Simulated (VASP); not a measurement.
Runs of VASP 6.6.1 on Mo. The structure is that of space group I4/mmm (No. 139), or close to it. The cells are those of the table. 

| cell | gap on the mesh (eV) | pressure (GPa) |
| --- | --- | --- |
| a = 2.703 Å, angles 105.2, 105.2, 118.4°, 1 atom | none | (c) |
| a = 2.707 Å, angles 114.9, 98.4, 115.6°, 1 atom | none | (b) |
| a = 2.723 Å, angles 117.7, 93.0, 118.9°, 1 atom | none | 13.8 |
| a = 2.698 Å, angles 112.5, 112.5, 103.5°, 1 atom | none | 3.8 |
| a = 2.698 Å, angles 106.6, 106.6, 115.4°, 1 atom | none | 4.0 |
| a = 2.712 Å, angles 113.6, 97.0, 118.6°, 1 atom | none | 10.5 |
| a = 2.723 Å, angles 126.0, 102.5, 101.3°, 1 atom | none | (a) |
| a = 2.707 Å, angles 120.5, 104.7, 103.8°, 1 atom | none | 11.0 |

Alike in all rows: task single point; level LDA; potentials or basis VASP PAW LDA potentials, release 64 (Mo_sv); no spin polarisation; k mesh 20 × 20 × 20; cutoff (eV) 520; smearing gaussian 0.15 eV.

Task: Fill in the values left out.

Result: (a) 25.0; (b) 8.7; (c) 7.5.

Caveats: the cell stands under pressure.

A k mesh can miss the band edges, and the runs leave out spin-orbit coupling on Mo.

A gap of «none» marks levels without a gap at the run's occupations.
